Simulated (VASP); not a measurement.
A run of VASP 6.6.1 is set up as follows.

File INCAR:

```
SYSTEM = Ag
PREC = Accurate
ENCUT = 520
EDIFF = 1E-7
ISMEAR = -1
SIGMA = 0.1
LREAL = .False.
LASPH = .True.
NELM = 100
ALGO = Normal
ISIF = 2
LWAVE = .False.
LCHARG = .True.
GGA = B5
ALDAX = 1.0
AGGAX = 1.0
AGGAC = 1.0
ALDAC = 0.0
LELF = .True.
LVHAR = .True.
NBANDS = 12
```

Contents of KPOINTS:

```
regular mesh
0
Gamma
  21 21 21
  0 0 0
```

POSCAR

```
Ag
1.0
    0.0000000000      2.0706185142      2.0706185142
    2.0706185142      0.0000000000      2.0706185142
    2.0706185142      2.0706185142      0.0000000000
Ag
1
Direct
    0.0000000000      0.0000000000      0.0000000000
```

Potentials or basis: VASP PAW PBE potentials, release 64 (Ag).

Command:

```sh
$ cat potpaw_PBE.64/Ag/POTCAR > POTCAR
$ mpirun -np 1 vasp_std > vasp.out
```

**Question.** What does it give for the pressure?

**Answer.** 7.4 GPa.

Caveat: the PAW data sets were made with another functional, which shifts forces and pressure a little.
